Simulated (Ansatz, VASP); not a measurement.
ZrC3 in VASP and in Ansatz

```
Zr C
1.0
     2.23130    1.28824    2.61750
    -2.23130    1.28824    2.61750
     0.00000   -2.57649    2.61750
Zr C
1 3
Direct
  0.00000 0.00000 0.00000
  0.50000 0.31033 0.68967
  0.31033 0.68967 0.50000
  0.68967 0.50000 0.31033
```

Alike in both runs: task relaxation of cell and atoms; functional PBE; k mesh 12 × 12 × 12; occupations gaussian, width 0.1 eV; no spin polarisation.

|  | VASP | Ansatz |
| --- | --- | --- |
| version | VASP 6.6.1 | Ansatz 0.2.0 |
| potentials or method | VASP PAW PBE potentials, release 64 (Zr_sv, C), cutoff 600 eV | scalar-relativistic, plane waves, PAW |
| valence electrons in the cell | 24 | 24 |

|  | VASP | Ansatz | Ansatz less VASP |
| --- | --- | --- | --- |
| gap on the k mesh at the Fermi level, each at its own relaxed structure (eV) | none | none | - |
| relaxed volume (Å³/atom) | 11.29 | 11.29 | -0.004 |
| relaxed cell length with the largest relative difference (Å) | 3.673 | 3.673 | -0.0003 |

A gap of «none» marks a metal or a gap that the smearing closes.
